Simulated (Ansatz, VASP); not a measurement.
Two plane-wave programs on ZnMo3

```
Zn Mo
1.0
     5.57567    0.00000    0.00000
    -2.78784    4.82867    0.00000
     0.00000    0.00000    4.58181
Zn Mo
2 6
Direct
  0.33333 0.66667 0.25000
  0.66667 0.33333 0.75000
  0.84100 0.68200 0.25000
  0.15900 0.84100 0.75000
  0.31800 0.15900 0.25000
  0.15900 0.31800 0.75000
  0.84100 0.15900 0.25000
  0.68200 0.84100 0.75000
```

Alike in both runs: functional PBE; k mesh 6 × 6 × 4; occupations gaussian, width 0.1 eV; no spin polarisation.

Ansatz relaxed the structure, and its values are those at the end. VASP's run is a single point on that final structure, the one shown.

|  | VASP | Ansatz |
| --- | --- | --- |
| version | VASP 6.6.1 | Ansatz 0.2.0 |
| potentials or method | VASP PAW PBE potentials, release 64 (Zn, Mo_sv), cutoff 520 eV | scalar-relativistic, plane waves, PAW |
| valence electrons in the cell | 108 | 108 |

```tsv
	VASP	Ansatz	Ansatz less VASP
gap on the k mesh at the Fermi level (eV)	none	none	-
pressure (GPa)	0.5	0.0	-0.57
rms of the force components (eV/Å)	0.006	0.000	-0.0060
```

A gap of «none» marks a metal or a gap that the smearing closes.
